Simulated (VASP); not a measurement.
Runs of VASP 6.6.1 on Hg. The structure is that of space group P6_3/mmc (No. 194), or close to it. The cells are those of the table. 

```tsv
cell	further INCAR settings	gap on the mesh (eV)	pressure (GPa)
a = 3.036, b = 3.036, c = 5.237 Å, angles 90.0, 90.0, 120.0°, 2 atoms	ALGO = Fast; EDIFF = 1e-07; NBANDS = 19	none	(a)
a = 3.233, b = 3.233, c = 4.509 Å, angles 90.0, 90.0, 120.0°, 2 atoms	ALGO = Fast; EDIFF = 1e-06; NBANDS = 19	none	6.4
a = 3.272, b = 3.272, c = 4.509 Å, angles 90.0, 90.0, 120.0°, 2 atoms	ALGO = Fast; EDIFF = 1e-07; NBANDS = 19	none	4.5
a = 2.996, b = 2.996, c = 5.237 Å, angles 90.0, 90.0, 120.0°, 2 atoms	ALGO = Fast; EDIFF = 1e-06; NBANDS = 19	none	5.3
a = 3.115, b = 3.115, c = 4.873 Å, angles 90.0, 90.0, 120.0°, 2 atoms	ALGO = Fast; EDIFF = 1e-06; NBANDS = 19	none	5.1
a = 3.312, b = 3.312, c = 4.327 Å, angles 90.0, 90.0, 120.0°, 2 atoms	ALGO = Fast; EDIFF = 1e-06; NBANDS = 19	none	(b)
a = 3.036, b = 3.036, c = 5.055 Å, angles 90.0, 90.0, 120.0°, 2 atoms	ALGO = Fast; EDIFF = 1e-06; NBANDS = 19	none	6.2
a = 3.193, b = 3.194, c = 4.691 Å, angles 90.0, 90.0, 120.0°, 2 atoms	ALGO = Fast; EDIFF = 1e-07; NBANDS = 19	none	4.5
```

Alike in all rows: task single point; level PBEsol+D3(BJ); potentials or basis VASP PAW PBE potentials, release 64 (Hg); no spin polarisation; k mesh 18 × 18 × 10; cutoff (eV) 520; smearing gaussian 0.15 eV.

Q: Estimate the missing entries.

A: (a) 3.1; (b) 7.0.

Caveats: the PAW data sets were made with another functional, which shifts forces and pressure a little; spin-orbit coupling is left out, which moves the levels of the heavy elements; pairwise dispersion overbinds metals, which lowers pressure and volume.

A k mesh can miss the band edges, and the runs leave out spin-orbit coupling on Hg.

A gap of «none» marks levels without a gap at the run's occupations.
